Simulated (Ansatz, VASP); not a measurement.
**TiNb2As3: VASP beside Ansatz**

```
Ti Nb As
1.0
     5.64548    0.00000    0.00000
    -2.82274    4.88913    0.00000
     0.00000    0.00000    4.11847
Ti Nb As
1 2 3
Direct
  0.00000 0.00000 0.00000
  0.33333 0.66667 0.00000
  0.66667 0.33333 0.00000
  0.50000 0.00000 0.50000
  0.50000 0.50000 0.50000
  0.00000 0.50000 0.50000
```

Change from the starting cell: species swapped into the YbCo3B2 type (P6/mmm, No. 191).

Alike in both runs: task relaxation of cell and atoms; functional PBE; k mesh 6 × 6 × 4; occupations gaussian, width 0.1 eV; no spin polarisation.

|  | VASP | Ansatz |
| --- | --- | --- |
| version | VASP 6.6.1 | Ansatz 0.2.0 |
| potentials or method | VASP PAW PBE potentials, release 64 (Ti_sv, Nb_sv, As), cutoff 500 eV | scalar-relativistic, plane waves, PAW |
| valence electrons in the cell | 53 | 83 |

|  | VASP | Ansatz | Ansatz less VASP |
| --- | --- | --- | --- |
| gap on the k mesh at the Fermi level, each at its own relaxed structure (eV) | none | none | - |
| relaxed volume (Å³/atom) | 18.79 | 18.79 | -0.009 |
| relaxed cell length with the largest relative difference (Å) | 4.241 | 4.240 | -0.0017 |

A gap of «none» marks a metal or a gap that the smearing closes. VASP's potentials hold 53 valence electrons a cell and Ansatz's 83, so a difference there can come from the potentials and not from the codes.

The k mesh is coarse, so the values compare programs but aren't converged.
